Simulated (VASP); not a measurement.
# TePb in VASP: notebook

TePb is run at these levels: LDA; tasks: single point.

Program: VASP 6.6.1. These are calculated values, not measurements. Logs are shortened: lines on timing, memory, paths and dates and some standing lists are left out, and cuts for length are marked.

## 1. The cell of the first run

The cell holds a slab with vacuum, 6 atoms: a = 4.512 Å, b = 4.512 Å, c = 22.381 Å, α = 90.00°, β = 90.00°, γ = 90.00°.

## 2. Single point, LDA

INCAR

```
ALGO = Normal
DIPOL = 0.5 0.5 0.500
EDIFF = 1E-7
ENCUT = 520
IDIPOL = 3
ISIF = 2
ISMEAR = -1
LASPH = True
LCHARG = False
LDIPOL = True
LREAL = False
LWAVE = False
NBANDS = 39
NELM = 100
PREC = Accurate
SIGMA = 0.02
```

KPOINTS

```
k-points
0
Gamma
  7 7 1
```

POSCAR

```
TePb
1.0
    4.5118842632      0.0000000000      0.0000000000
    0.0000000000      4.5118842632      0.0000000000
    0.0000000000      0.0000000000     22.3808000000
Pb Te
3 3
Direct
    0.2500000000      0.2500000000      0.3574499590
    0.7500000000      0.7500000000      0.5000000000
    0.2500000000      0.2500000000      0.6425500410
    0.7500000000      0.7500000000      0.3574499590
    0.2500000000      0.2500000000      0.5000000000
    0.7500000000      0.7500000000      0.6425500410
```

Potentials or basis: VASP PAW LDA potentials, release 64 (Pb_d, Te).

The run is started by

```
$ cat potpaw_LDA.64/Pb_d/POTCAR potpaw_LDA.64/Te/POTCAR > POTCAR
$ mpirun -np 1 vasp_std > vasp.out
```

OUTCAR:

```text
EDIFF = 1E-7
   ENCUT = 520
   ISIF = 2
   ISMEAR = -1
   LASPH = True
   LREAL = False
   NELM = 100
   PREC = Accurate

 ion  position               nearest neighbor table
   1  0.250  0.250  0.357-   5 3.19   4 3.19   4 3.19   4 3.19   4 3.19
   2  0.750  0.750  0.500-   4 3.19   6 3.19   5 3.19   5 3.19   5 3.19   5 3.19
   3  0.250  0.250  0.643-   5 3.19   6 3.19   6 3.19   6 3.19   6 3.19
   4  0.750  0.750  0.357-   2 3.19   1 3.19   1 3.19   1 3.19   1 3.19
   5  0.250  0.250  0.500-   1 3.19   3 3.19   2 3.19   2 3.19   2 3.19   2 3.19
   6  0.750  0.750  0.643-   2 3.19   3 3.19   3 3.19   3 3.19   3 3.19

  LATTYP: Found a simple tetragonal cell.
 ALAT       =     4.5118842632
 C/A-ratio  =     4.9604109269

  Lattice vectors:

 A1 = (   4.5118842632,   0.0000000000,   0.0000000000)
 A2 = (   0.0000000000,   4.5118842632,   0.0000000000)
 A3 = (   0.0000000000,   0.0000000000,  22.3808000000)

Analysis of symmetry for initial positions (statically):
=====================================================================
 Subroutine PRICEL returns:
 Original cell was already a primitive cell.

 Routine SETGRP: Setting up the symmetry group for a
 simple tetragonal supercell.

 Subroutine GETGRP returns: Found 16 space group operations
 (whereof  4 operations were pure point group operations)
 out of a pool of 16 trial point group operations.

The static configuration has the point symmetry C_2v.
 The point group associated with its full space group is D_4h.

Analysis of symmetry for dynamics (positions and initial velocities):
=====================================================================
 Subroutine PRICEL returns:
 Original cell was already a primitive cell.

 Routine SETGRP: Setting up the symmetry group for a
 simple tetragonal supercell.

 Subroutine GETGRP returns: Found 16 space group operations
 (whereof  4 operations were pure point group operations)
 out of a pool of 16 trial point group operations.

The dynamic configuration has the point symmetry C_2v.
 The point group associated with its full space group is D_4h.

 Subroutine INISYM returns: Found 16 space group operations
 (whereof  4 operations are pure point group operations),
 and found     1 'primitive' translations

----------------------------------------------------------------------------------------

                                     Primitive cell

  volume of cell :     455.6082

[... 89 lines left out ...]
   POTIM  = 0.5000    time-step for ionic-motion
   TEBEG  =    0.0;   TEEND  =   0.0 temperature during run
   PSTRESS=    0.0 pullay stress
   NELECT =      60.0000    total number of electrons
   NUPDOWN=      -1.0000    fix difference up-down
   EMIN   =  10.00;   EMAX   =-10.00  energy-range for DOS
   EFERMI =   0.00;   METHOD = LEGACY
   ISMEAR =    -1;   SIGMA  =   0.02  broadening in eV -4-tet -1-fermi 0-gaus
   EFERMI_NEDOS =   21; number of points for ismear=-14 and -15
   IALGO  =     38    algorithm
   IMIX   =      4    mixing-type and parameters
     AMIX     =   0.40;   BMIX     =  1.00
     AMIX_MAG =   1.60;   BMIX_MAG =  1.00
  volume/ion in A,a.u.               =      75.93       512.43
  Fermi-wavevector in a.u.,A,eV,Ry     =   0.832904  1.573960  9.438748  0.693728
  Thomas-Fermi vector in A             =   1.946038
   LORBIT       =      0    0 simple, 1 ext, 2 COOP (PROOUT), +10 PAW based schemes
   GGA     = CA    functional components
   LHFCALC =     F    Hartree Fock is set to
   AEXX    =    0.0000 exact exchange contribution
   IVDW    =     0    specifies the selected vdW correction
   LEPSILON=     F    determine dielectric tensor
   LRPA    =     F    only Hartree local field effects (RPA)
 non-spin polarized calculation
  energy-cutoff  :      520.00
  volume of cell :      455.61
 maximum number of plane-waves:     12303
 NGX is ok and might be reduce to    36
   NGX = 17   NGY = 17   NGZ = 83

 dipolmoment           0.000000      0.000000      0.000000 electrons x Angstroem

 number of electron      60.0000020 magnetization

 dipolmoment           0.000000      0.000000     -0.000000 electrons x Angstroem

 Free energy of the ion-electron system (eV)
  ---------------------------------------------------
  ext. energy  EPLUGINS =         0.00000000
  ---------------------------------------------------
  free energy    TOTEN  =       -25.43037462 eV

  energy without entropy =      -25.43037462  energy(sigma->0) =      -25.43037462

 E-fermi :   0.2347     XC(G=0):  -4.7465

 val. band max:       -0.1599086099   @ k =   0.4286   0.0000   0.0000
 cond. band min:       0.6280885259   @ k =   0.4286   0.0000   0.0000
 fundamental gap:      0.7879971358
 Fermi energy:         0.2347111929

 k-point     1 :       0.0000    0.0000    0.0000
  band No.  band energies     occupation
      1     -17.0095      2.00000
      2     -17.0034      2.00000
      3     -16.9322      2.00000
      4     -16.9322      2.00000
      5     -16.9321      2.00000
      6     -16.9321      2.00000
[... 409 lines left out ...]
     38       5.3985      0.00000
     39       5.5664      0.00000

------------------------ aborting loop because EDIFF is reached ----------------------------------------

 vacuum level on the upper side and lower side of the slab       (xc-potential included)        -0.076        -0.076

  FORCE on cell =-STRESS in cart. coord.  units (eV):
  Direction    XX          YY          ZZ          XY          YZ          ZX
  --------------------------------------------------------------------------------------
  -------------------------------------------------------------------------------------
  Total       -0.9340696     -0.9340696     -3.0922868     -0.0000000     -0.0000000      0.0000000
  in kB       -3.2847195     -3.2847195    -10.8742381     -0.0000000     -0.0000000      0.0000000
  external PRESSURE =      -5.8145591 kB  Pullay stress =       0.0000000 kB

 VOLUME and BASIS-vectors are now :
 -----------------------------------------------------------------------------
  energy-cutoff  :      520.00
  volume of cell :      455.61
      direct lattice vectors                 reciprocal lattice vectors
     4.511884263  0.000000000  0.000000000     0.221636891  0.000000000  0.000000000
     0.000000000  4.511884263  0.000000000     0.000000000  0.221636891  0.000000000
     0.000000000  0.000000000 22.380800000     0.000000000  0.000000000  0.044681155

 POSITION                                       TOTAL-FORCE (eV/Angst)
 -----------------------------------------------------------------------------------
      1.12797      1.12797      8.00002         0.000000      0.000000      0.389180
      3.38391      3.38391     11.19040         0.000000     -0.000000      0.000000
      1.12797      1.12797     14.38078        -0.000000      0.000000     -0.389180
      3.38391      3.38391      8.00002        -0.000000     -0.000000      0.086911
      1.12797      1.12797     11.19040        -0.000000     -0.000000      0.000000
      3.38391      3.38391     14.38078        -0.000000     -0.000000     -0.086911
 -----------------------------------------------------------------------------------
    total drift:                                0.000000     -0.000000     -0.000000

  FREE ENERGIE OF THE ION-ELECTRON SYSTEM (eV)
  ---------------------------------------------------
  free  energy   TOTEN  =       -25.4303746205 eV

  energy  without entropy=      -25.4303746201  energy(sigma->0) =      -25.43037462

 vacuum level on the upper side and lower side of the slab         4.395         4.395
```

stdout:

```text
POSCAR found type information on POSCAR PbTe
 POSCAR found :  2 types and       6 ions
 scaLAPACK will be used
 LDA part: xc-table for (Slater(with rela. corr.)+CA(PZ))
 , standard interpolation
 POSCAR, INCAR and KPOINTS ok, starting setup
 FFT: planning ... GRIDC
 FFT: planning ... GRID_SOFT
 FFT: planning ... GRID
 WAVECAR not read
 entering main loop
```

Run time: 2.8 min. Hardware: 1 thread of Intel Xeon 6975P-C (Granite Rapids), shared host; peak memory 0.45 GiB.

What came out:

| Property | Result |
| --- | --- |
| Free energy | -25.4304 eV |
| Largest force | 0.389 eV/Å |
| Band gap on the k mesh | 0.79 eV |

Forces in eV/Å, atoms in the order of the input:
```
Pb   0.000  0.000  0.389
Pb   0.000  0.000  0.000
Pb   0.000  0.000 -0.389
Te   0.000  0.000  0.087
Te   0.000  0.000  0.000
Te   0.000  0.000 -0.087
```

Caveat: spin-orbit coupling is left out, which moves the levels of the heavy elements.

## 3. Single point, LDA

INCAR

```
SYSTEM = TePb
PREC = Accurate
ENCUT = 520
EDIFF = 1E-6
ISMEAR = -1
SIGMA = 0.02
LREAL = .FALSE.
LASPH = .TRUE.
NELM = 100
ALGO = Normal
ISIF = 2
LWAVE = .FALSE.
LCHARG = .TRUE.
LDIPOL = .TRUE.
IDIPOL = 3
DIPOL = 0.5 0.5 0.500
LELF = .TRUE.
LVHAR = .TRUE.
LVACPOTAV = .TRUE.
NBANDS = 39
```

KPOINTS

```
regular mesh
0
G
  7 7 1
  0 0 0
```

POSCAR

```
TePb
1.0
    4.5118842632      0.0000000000      0.0000000000
    0.0000000000      4.5118842632      0.0000000000
    0.0000000000      0.0000000000     22.3808000000
Pb Te
3 3
Direct
    0.2500000000      0.2500000000      0.3636661430
    0.7500000000      0.7500000000      0.5000020449
    0.2500000000      0.2500000000      0.6363342690
    0.7500000000      0.7500000000      0.3593276165
    0.2500000000      0.2500000000      0.4999985222
    0.7500000000      0.7500000000      0.6406714044
```

Potentials or basis: VASP PAW LDA potentials, release 64 (Pb_d, Te).

The run is started by

```
$ cat potpaw_LDA.64/Pb_d/POTCAR potpaw_LDA.64/Te/POTCAR > POTCAR
$ mpirun -np 1 vasp_std > vasp.out
```

It took 2.6 min on 1 thread of Intel Xeon 6975P-C (Granite Rapids), shared host; peak memory 0.45 GiB.

The run converged. Its results:

- Free energy: -25.4915 eV
- Largest force: 0.012 eV/Å
- Band gap on the k mesh: 0.93 eV

Forces in eV/Å, atoms in the order of the input:
```
Pb   0.000  0.000 -0.012
Pb   0.000  0.000  0.000
Pb   0.000  0.000  0.012
Te   0.000  0.000 -0.007
Te   0.000  0.000  0.000
Te   0.000  0.000  0.007
```

Levels at points of the mesh, in eV from the valence-band top:
| k point | band 26 | band 27 | band 28 | band 29 | band 30 | band 31 | band 32 | band 33 | band 34 | band 35 |
| --- | --- | --- | --- | --- | --- | --- | --- | --- | --- | --- |
| (0.00, 0.00, 0.00) | -2.00 | -1.56 | -1.49 | -1.49 | -0.73 | 2.03 | 2.66 | 3.37 | 4.22 | 4.22 |

Caveat: spin-orbit coupling is left out, which moves the levels of the heavy elements.

## 4. Single point, LDA

INCAR

```
ALGO = Normal
DIPOL = 0.5 0.5 0.500
EDIFF = 1E-6
ENCUT = 520
GGA = CA
IDIPOL = 3
ISIF = 2
ISMEAR = -1
LASPH = True
LCHARG = True
LDIPOL = True
LELF = True
LREAL = False
LVACPOTAV = True
LVHAR = True
LWAVE = False
NBANDS = 39
NELM = 80
PREC = Accurate
SIGMA = 0.02
```

KPOINTS

```
k-points
0
Gamma
  7 7 1
```

POSCAR is that of step 3.

The run is started by

```
$ cat potpaw_LDA.64/Pb_d/POTCAR potpaw_LDA.64/Te/POTCAR > POTCAR
$ mpirun -np 1 vasp_std > vasp.out
```

It took 2.6 min on 1 thread of Intel Xeon 6975P-C (Granite Rapids), shared host; peak memory 0.45 GiB.

Results (log left out):

```yaml
Free_energy: -25.4915 eV
Largest_force: 0.012 eV/Å
Band_gap_on_the_k_mesh: 0.93 eV
```

Forces in eV/Å, atoms in the order of the input:
```
Pb   0.000  0.000 -0.012
Pb   0.000  0.000  0.000
Pb   0.000  0.000  0.012
Te   0.000  0.000 -0.007
Te   0.000  0.000  0.000
Te   0.000  0.000  0.007
```

Levels at points of the mesh, in eV from the valence-band top:
| k point | band 26 | band 27 | band 28 | band 29 | band 30 | band 31 | band 32 | band 33 | band 34 | band 35 |
| --- | --- | --- | --- | --- | --- | --- | --- | --- | --- | --- |
| (0.00, 0.00, 0.00) | -2.00 | -1.56 | -1.49 | -1.49 | -0.73 | 2.03 | 2.66 | 3.37 | 4.22 | 4.22 |

Caveat: spin-orbit coupling is left out, which moves the levels of the heavy elements.

## 5. Single point, LDA

INCAR

```
PREC     = Accurate       # precision mode
ENCUT    = 520            # plane-wave cutoff, eV
EDIFF    = 1E-6           # SCF threshold, eV
ISMEAR   = -1             # smearing method
SIGMA    = 0.02           # smearing width, eV
LREAL    = False          # projectors in reciprocal space
LASPH    = True           # aspherical terms in the spheres
NELM     = 100            # most SCF steps
ALGO     = Normal         # electronic algorithm
ISIF     = 2              # what is computed and relaxed
LWAVE    = False          # write WAVECAR
LCHARG   = False          # write CHGCAR
GGA      = CA             # functional
NBANDS   = 39             # bands
```

KPOINTS

```
regular mesh
0
Gamma
  7 7 1
```

POSCAR is that of step 4.

The run is started by

```
$ cat potpaw_LDA.64/Pb_d/POTCAR potpaw_LDA.64/Te/POTCAR > POTCAR
$ mpirun -np 1 vasp_std > vasp.out
```

Wall time 2.6 min (1 thread of Intel Xeon 6975P-C (Granite Rapids), shared host); peak memory 0.45 GiB.

Results (log left out):

```
Free energy            : -25.4915 eV
Largest force          : 0.012 eV/Å
Band gap on the k mesh : 0.93 eV
```

Forces on the atoms (eV/Å):
```
Pb   0.000  0.000 -0.012
Pb   0.000  0.000  0.000
Pb   0.000  0.000  0.012
Te   0.000  0.000 -0.007
Te   0.000  0.000  0.000
Te   0.000  0.000  0.007
```

Levels at points of the mesh, in eV from the valence-band top:
| k point | band 26 | band 27 | band 28 | band 29 | band 30 | band 31 | band 32 | band 33 | band 34 | band 35 |
| --- | --- | --- | --- | --- | --- | --- | --- | --- | --- | --- |
| (0.00, 0.00, 0.00) | -2.00 | -1.56 | -1.49 | -1.49 | -0.73 | 2.03 | 2.66 | 3.37 | 4.22 | 4.22 |

Caveat: there is no dipole correction, which matters where the two faces differ; spin-orbit coupling is left out, which moves the levels of the heavy elements.

## 6. The runs side by side

```tsv
cell	dipole correction	gap on the mesh (eV)	largest force (eV/Å)
as given, atomic positions A	yes	0.79	0.39
as given, atomic positions B	yes	0.93	0.01
as given, atomic positions B	no	0.93	0.01
```

Alike in all rows: task single point; level LDA; potentials or basis VASP PAW LDA potentials, release 64 (Pb_d, Te); no spin polarisation; k mesh 7 × 7 × 1; cutoff (eV) 520; smearing fermi-dirac 0.02 eV.

Caveats: spin-orbit coupling is left out, which moves the levels of the heavy elements; there is no dipole correction, which matters where the two faces differ (at least some runs).

Total energies depend on the potentials used, so only differences within one code and one set of settings carry meaning.
